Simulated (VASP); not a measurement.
# Cu (P6_3/mmc) in VASP: a series of runs

Cu is run at these levels: PBE, PBE0; tasks: single point.

Everything below comes from runs of VASP 6.6.1. Logs are shortened: lines on timing, memory, paths and dates and some standing lists are left out, and cuts for length are marked.

### Step 1. The cell of the first run

It takes space group P6_3/mmc (No. 194, hexagonal). The conventional cell has a = 2.500 Å, b = 2.500 Å, c = 4.057 Å, α = 90.00°, β = 90.00°, γ = 120.00°. Cu (site symmetry -6m2) has 12 Cu at 2.49 to 2.50 Å within 3.3 Å.

This isn't the form of Cu at room conditions, which is fcc.

### Step 2. Single point, PBE (10.98 Å³/atom)

The input, INCAR:

```
SYSTEM = Cu
  PREC = Accurate
  ENCUT = 520
  EDIFF = 1E-7
  ISMEAR = -1
  SIGMA = 0.05
  LREAL = .FALSE.
  LASPH = .TRUE.
  NELM = 80
  ALGO = Normal
  ISIF = 2
  LWAVE = .FALSE.
  LCHARG = .TRUE.
  GGA = PE
  LELF = .TRUE.
  LVHAR = .TRUE.
  NBANDS = 18
```

The input, KPOINTS:

```
regular mesh
0
G
  12 12 7
  0 0 0
```

The input, POSCAR:

```
Cu
1.0
    2.4998479218      0.0000000000      0.0000000000
   -1.2499239609      2.1649318059      0.0000000000
    0.0000000000      0.0000000000      4.0569889027
Cu
2
Direct
    0.6666666667      0.3333333333      0.7500000000
    0.3333333333      0.6666666667      0.2500000000
```

Potentials or basis: VASP PAW PBE potentials, release 64 (Cu).

On the command line:

```bash
cat potpaw_PBE.64/Cu/POTCAR > POTCAR
mpirun -np 1 vasp_std > vasp.out
```

OUTCAR:

```text
SYSTEM = Cu
   PREC = Accurate
   ENCUT = 520
   EDIFF = 1E-7
   ISMEAR = -1
   LREAL = .FALSE.
   LASPH = .TRUE.
   NELM = 80
   ISIF = 2
   GGA = PE

 ion  position               nearest neighbor table
   1  0.667  0.333  0.750-   2 2.49   2 2.49   2 2.49   2 2.49   2 2.49   2 2.49
   2  0.333  0.667  0.250-   1 2.49   1 2.49   1 2.49   1 2.49   1 2.49   1 2.49

  LATTYP: Found a hexagonal cell.
 ALAT       =     2.4998479218
 C/A-ratio  =     1.6228942838

  Lattice vectors:

 A1 = (   2.4998479218,   0.0000000000,   0.0000000000)
 A2 = (  -1.2499239609,   2.1649318059,   0.0000000000)
 A3 = (   0.0000000000,   0.0000000000,   4.0569889027)

Analysis of symmetry for initial positions (statically):
=====================================================================
 Subroutine PRICEL returns:
 Original cell was already a primitive cell.

 Routine SETGRP: Setting up the symmetry group for a
 hexagonal supercell.

 Subroutine GETGRP returns: Found 24 space group operations
 (whereof 12 operations were pure point group operations)
 out of a pool of 24 trial point group operations.

The static configuration has the point symmetry D_3d.
 The point group associated with its full space group is D_6h.

Analysis of symmetry for dynamics (positions and initial velocities):
=====================================================================
 Subroutine PRICEL returns:
 Original cell was already a primitive cell.

 Routine SETGRP: Setting up the symmetry group for a
 hexagonal supercell.

 Subroutine GETGRP returns: Found 24 space group operations
 (whereof 12 operations were pure point group operations)
 out of a pool of 24 trial point group operations.

The dynamic configuration has the point symmetry D_3d.
 The point group associated with its full space group is D_6h.

 Subroutine INISYM returns: Found 24 space group operations
 (whereof 12 operations are pure point group operations),
 and found     1 'primitive' translations

----------------------------------------------------------------------------------------

                                     Primitive cell

  volume of cell :      21.9564

  direct lattice vectors                    reciprocal lattice vectors
     2.499847922  0.000000000  0.000000000     0.400024334  0.230954157  0.000000000
    -1.249923961  2.164931806  0.000000000     0.000000000  0.461908314  0.000000000
     0.000000000  0.000000000  4.056988903     0.000000000  0.000000000  0.246488227

  length of vectors
     2.499847922  2.499847922  4.056988903     0.461908314  0.461908314  0.246488227

  position of ions in fractional coordinates (direct lattice)
     0.666666667  0.333333333  0.750000000
     0.333333333  0.666666667  0.250000000

  ion indices of the primitive-cell ions
   primitive index   ion index
                 1           1
                 2           2

----------------------------------------------------------------------------------------

 KPOINTS: regular mesh

Automatic generation of k-mesh.
 Grid dimensions read from file:
 generate k-points for:   12   12    7

 Generating k-lattice:

  Cartesian coordinates                     Fractional coordinates (reciprocal lattice)
     0.033335361  0.019246180  0.000000000     0.083333333 -0.000000000  0.000000000
     0.000000000  0.038492359  0.000000000     0.000000000  0.083333333  0.000000000
     0.000000000  0.000000000  0.035212604     0.000000000  0.000000000  0.142857143

  Length of vectors
     0.038492359  0.038492359  0.035212604

  Shift w.r.t. Gamma in fractional coordinates (k-lattice)
     0.000000000  0.000000000  0.000000000

 Subroutine IBZKPT returns following result:
 ===========================================

 Found     76 irreducible k-points:

 Following reciprocal coordinates:
            Coordinates               Weight
  0.000000  0.000000  0.000000      1.000000
  0.083333 -0.000000  0.000000      6.000000
  0.166667 -0.000000  0.000000      6.000000
  0.250000  0.000000  0.000000      6.000000
  0.333333  0.000000  0.000000      6.000000
  0.416667  0.000000  0.000000      6.000000
[... 16 lines left out ...]
  0.250000  0.000000  0.142857     12.000000
  0.333333  0.000000  0.142857     12.000000
 [... further k-points ...]
   k-points           NKPTS =     76   k-points in BZ     NKDIM =     76   number of bands    NBANDS=     18
   number of dos      NEDOS =    301   number of ions     NIONS =      2
   total plane-waves  NPLWV =  12000
   dimension x,y,z NGX =    20 NGY =   20 NGZ =   30
   dimension x,y,z NGXF=    40 NGYF=   40 NGZF=   60
   ions per type =               2
   NGX,Y,Z   is equivalent  to a cutoff of  13.30, 13.30, 12.29 a.u.
   NGXF,Y,Z  is equivalent  to a cutoff of  26.60, 26.60, 24.59 a.u.
 SYSTEM =  Cu
   PREC   = accura    normal or accurate (medium, high low for compatibility)
   ISTART =      0    job   : 0-new  1-cont  2-samecut
   ICHARG =      2    charge: 1-file 2-atom 10-const
   ISPIN  =      1    spin polarized calculation?
   LNONCOLLINEAR =      F non collinear calculations
   LSORBIT =      F    spin-orbit coupling
   LASPH  =      T    aspherical Exc in radial PAW
   ENCUT  =  520.0 eV  38.22 Ry    6.18 a.u.   4.65  4.65  7.54*2*pi/ulx,y,z
   NELM   =     80;   NELMIN=  2; NELMDL= -5     # of ELM steps
   EDIFF  = 0.1E-06   stopping-criterion for ELM
   LREAL  =      F    real-space projection
   EDIFFG = 0.1E-05   stopping-criterion for IOM
   NSW    =      0    number of steps for IOM
   IBRION =     -1    ionic relax: 0-MD 1-quasi-New 2-CG
   NFREE  =      0    steps in history (QN), initial steepest desc. (CG)
   ISIF   =      2    stress and relaxation
   ISYM   =      2    0-nonsym 1-usesym 2-fastsym
   POTIM  = 0.5000    time-step for ionic-motion
   TEBEG  =    0.0;   TEEND  =   0.0 temperature during run
   PSTRESS=    0.0 pullay stress
   NELECT =      22.0000    total number of electrons
   NUPDOWN=      -1.0000    fix difference up-down
   EMIN   =  10.00;   EMAX   =-10.00  energy-range for DOS
   EFERMI =   0.00;   METHOD = LEGACY
   ISMEAR =    -1;   SIGMA  =   0.05  broadening in eV -4-tet -1-fermi 0-gaus
   EFERMI_NEDOS =   21; number of points for ismear=-14 and -15
   IALGO  =     38    algorithm
   IMIX   =      4    mixing-type and parameters
     AMIX     =   0.40;   BMIX     =  1.00
     AMIX_MAG =   1.60;   BMIX_MAG =  1.00
  volume/ion in A,a.u.               =      10.98        74.08
  Fermi-wavevector in a.u.,A,eV,Ry     =   1.638181  3.095713 36.513092  2.683637
  Thomas-Fermi vector in A             =   2.729197
   LORBIT       =      0    0 simple, 1 ext, 2 COOP (PROOUT), +10 PAW based schemes
   GGA     = PE    functional components
   LHFCALC =     F    Hartree Fock is set to
   AEXX    =    0.0000 exact exchange contribution
   IVDW    =     0    specifies the selected vdW correction
   LEPSILON=     F    determine dielectric tensor
   LRPA    =     F    only Hartree local field effects (RPA)
 non-spin polarized calculation
  energy-cutoff  :      520.00
  volume of cell :       21.96
 maximum number of plane-waves:       603
 NGX is ok and might be reduce to    20
   NGX =  9   NGY =  9   NGZ = 15

 number of electron      21.9999987 magnetization

 Free energy of the ion-electron system (eV)
  ---------------------------------------------------
  ext. energy  EPLUGINS =         0.00000000
  ---------------------------------------------------
  free energy    TOTEN  =        -7.33298936 eV

  energy without entropy =       -7.32538865  energy(sigma->0) =       -7.32918900

 E-fermi :   8.4912     XC(G=0): -13.1553

 val. band max:        8.4747078200   @ k =   0.3333   0.1667   0.2857
 cond. band min:       8.5098356256   @ k =   0.5000   0.0000   0.0000
 fundamental gap:      0.0351278056
 Fermi energy:         8.4912315140

 k-point     1 :       0.0000    0.0000    0.0000
  band No.  band energies     occupation
      1      -1.3956      2.00000
      2       3.0326      2.00000
      3       5.2859      2.00000
      4       5.3306      2.00000
      5       5.3306      2.00000
      6       5.5699      2.00000
[... 10 lines left out ...]
     17      32.8992      0.00000
     18      32.8993      0.00000

 k-point     2 :       0.0833   -0.0000    0.0000
  band No.  band energies     occupation
      1      -1.1601      2.00000
      2       3.1681      2.00000
      3       5.1361      2.00000
      4       5.4205      2.00000
      5       5.4520      2.00000
      6       5.5315      2.00000
[... 10 lines left out ...]
     17      33.6882      0.00000
     18      33.8964      0.00000

 k-point     3 :       0.1667   -0.0000    0.0000
  band No.  band energies     occupation
      1      -0.4709      2.00000
      2       3.5101      2.00000
      3       4.9219      2.00000
      4       5.1059      2.00000
      5       5.3878      2.00000
      6       5.6705      2.00000
[... 10 lines left out ...]
     17      31.0077      0.00000
     18      33.1569      0.00000

 k-point     4 :       0.2500    0.0000    0.0000
  band No.  band energies     occupation
      1       0.6062      2.00000
      2       3.8203      2.00000
      3       4.5234      2.00000
      4       4.7703      2.00000
      5       5.2993      2.00000
      6       5.5065      2.00000
[... 375 lines left out ...]
      4       4.9436      2.00000
      5       5.3310      2.00000
      6       5.5440      2.00000
[... 10 lines left out ...]
     17      30.1547      0.00000
     18      31.8714      0.00000

 k-point    23 :       0.2500    0.0000    0.1429
  band No.  band energies     occupation
      1       0.7750      2.00000
      2       3.8132      2.00000
      3       4.4199      2.00000
      4       4.8020      2.00000
      5       5.2141      2.00000
      6       5.5272      2.00000
[... 10 lines left out ...]
     17      28.6263      0.00000
     18      31.0048      0.00000

 k-point    24 :       0.3333    0.0000    0.1429
  band No.  band energies     occupation
      1       2.0070      2.00000
      2       3.8194      2.00000
      3       4.1119      2.00000
      4       4.7465      2.00000
      5       5.3305      2.00000
      6       5.4106      2.00000
[... 10 lines left out ...]
     17      26.6594      0.00000
     18      29.1829      0.00000

 [... further k-points ...]

------------------------ aborting loop because EDIFF is reached ----------------------------------------

  FORCE on cell =-STRESS in cart. coord.  units (eV):
  Direction    XX          YY          ZZ          XY          YZ          ZX
  --------------------------------------------------------------------------------------
  -------------------------------------------------------------------------------------
  Total        2.1315367      2.1315367      2.2170745     -0.0000000     -0.0000000      0.0000000
  in kB      155.5398859    155.5398859    161.7816436     -0.0000000     -0.0000000      0.0000000
  external PRESSURE =     157.6204718 kB  Pullay stress =       0.0000000 kB

 VOLUME and BASIS-vectors are now :
 -----------------------------------------------------------------------------
  energy-cutoff  :      520.00
  volume of cell :       21.96
      direct lattice vectors                 reciprocal lattice vectors
     2.499847922  0.000000000  0.000000000     0.400024334  0.230954157  0.000000000
    -1.249923961  2.164931806  0.000000000     0.000000000  0.461908314  0.000000000
     0.000000000  0.000000000  4.056988903     0.000000000  0.000000000  0.246488227

 POSITION                                       TOTAL-FORCE (eV/Angst)
 -----------------------------------------------------------------------------------
      1.24992      0.72164      3.04274        -0.000000      0.000000      0.000000
     -0.00000      1.44329      1.01425         0.000000     -0.000000      0.000000
 -----------------------------------------------------------------------------------
    total drift:                                0.000000     -0.000000      0.000000

  FREE ENERGIE OF THE ION-ELECTRON SYSTEM (eV)
  ---------------------------------------------------
  free  energy   TOTEN  =        -7.3329893564 eV

  energy  without entropy=       -7.3253886477  energy(sigma->0) =       -7.32918900
```

Run time: 30 s. Hardware: 1 thread of Intel Xeon Platinum 8259CL at 2.50GHz (Skylake/Cascade Lake), shared host; peak memory 0.15 GiB.

What came out:

```yaml
Free_energy: -7.3330 eV
Pressure: 15.8 GPa
Band_gap_on_the_k_mesh: zero (bands 11 and 12 overlap by 6.13 eV)
```

Stress tensor (GPa, compression positive):
```
15.55  0.00  0.00
 0.00 15.55  0.00
 0.00  0.00 16.18
```

Caveat: the cell stands under pressure.

### Step 3. Single point, PBE

This run uses another cell than the first one, of 11.44 Å³/atom.

The input, INCAR:

```
SYSTEM = Cu
PREC = Accurate
ENCUT = 520
EDIFF = 1E-7
ISMEAR = -1
SIGMA = 0.05
LREAL = .FALSE.
LASPH = .TRUE.
NELM = 60
ALGO = Fast
ISIF = 2
LWAVE = .FALSE.
LCHARG = .FALSE.
GGA = PE
NBANDS = 18
```

KPOINTS is that of step 2.

The input, POSCAR:

```
Cu
1.0
    2.5340966698      0.0000000000      0.0000000000
   -1.2670483349      2.1945920917      0.0000000000
    0.0000000000      0.0000000000      4.1125710000
Cu
2
Direct
    0.6666666667      0.3333333333      0.7500000000
    0.3333333333      0.6666666667      0.2500000000
```

Potentials or basis: VASP PAW PBE potentials, release 64 (Cu).

On the command line:

```bash
cat potpaw_PBE.64/Cu/POTCAR > POTCAR
mpirun -np 1 vasp_std > vasp.out
```

Wall time 52 s (1 thread of Intel Xeon Platinum 8259CL at 2.50GHz (Skylake/Cascade Lake), shared host); peak memory 0.15 GiB.

Results (log left out):

```yaml
Free_energy: -7.4002 eV
Pressure: 7.9 GPa
Band_gap_on_the_k_mesh: zero (bands 11 and 12 overlap by 5.97 eV)
```

Stress tensor (GPa, compression positive):
```
7.80 0.00 0.00
0.00 7.80 0.00
0.00 0.00 8.14
```

Levels at points of the mesh, in eV from the Fermi level:
```
           k point  band 8  band 9  band 10  band 11  band 12  band 13  band 14  band 15
(0.00, 0.00, 0.00)   -2.53   -2.53    -1.73    -1.73    -1.00     4.05    21.57    22.14
(0.50, 0.00, 0.00)   -1.64   -1.57    -1.53     0.03     1.64     7.98     8.41    10.94
```

Caveat: the cell stands under pressure.

(Part 1 of 2 ends here.)

The gap in the log of VASP goes by the Fermi energy; the results here count the filled bands.